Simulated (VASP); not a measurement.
Wanted: the native input for a VASP 6.6.1 run.

* Task: single point
* Functional: LDA
* Potentials or basis: VASP PAW LDA potentials, release 64 (Zr_sv)
* Cutoff: 400 eV
* k mesh: 6 × 6 × 1
* Occupations: methfessel-paxton, width 0.1 eV
* Spin: no spin polarisation
* Dipole correction: yes
* Further INCAR settings: ALGO = Normal; EDIFF = 1e-06; NBANDS = 32; NELMDL = -8

The structure of Zr lies in POSCAR:

```
Zr
1.0
    3.2320000000      0.0000000000      0.0000000000
   -1.6160000000      2.7989900000      0.0000000000
    0.0000000000      0.0000000000     23.7205000000
Zr
4
Direct
    0.3333333333      0.6666666667      0.3372610189
    0.6666666667      0.3333333333      0.4457536730
    0.3333333333      0.6666666667      0.5542463270
    0.6666666667      0.3333333333      0.6627389811
```

These files were run (other wordings do the same):

INCAR

```
SYSTEM = Zr
ALGO = Normal
DIPOL = 0.5 0.5 0.500
EDIFF = 1E-6
ENCUT = 400
GGA_COMPAT = .False.
IDIPOL = 3
ISIF = 2
ISMEAR = 1
LASPH = .True.
LCHARG = .False.
LDIPOL = .True.
LREAL = .False.
LWAVE = .False.
NBANDS = 32
NELM = 120
NELMDL = -8
PREC = Accurate
SIGMA = 0.1
```

KPOINTS

```
k-points
0
Gamma
  6 6 1
  0 0 0
```

Potentials or basis: VASP PAW LDA potentials, release 64 (Zr_sv).

The run is started by

```sh
$ cat potpaw_LDA.64/Zr_sv/POTCAR > POTCAR
$ mpirun -np 1 vasp_std > vasp.out
```

It gave:

```yaml
Largest_force: 0.741 eV/Å
Band_gap_on_the_k_mesh: zero (bands 24 and 25 overlap by 1.23 eV)
```

Caveat: the k points lie up to 0.37 Å⁻¹ apart, too coarse for converged energies and pressures of a metal.

Run time: 110 s on 1 thread of Intel Xeon 8259CL, on a shared host, peak memory 0.23 GiB.
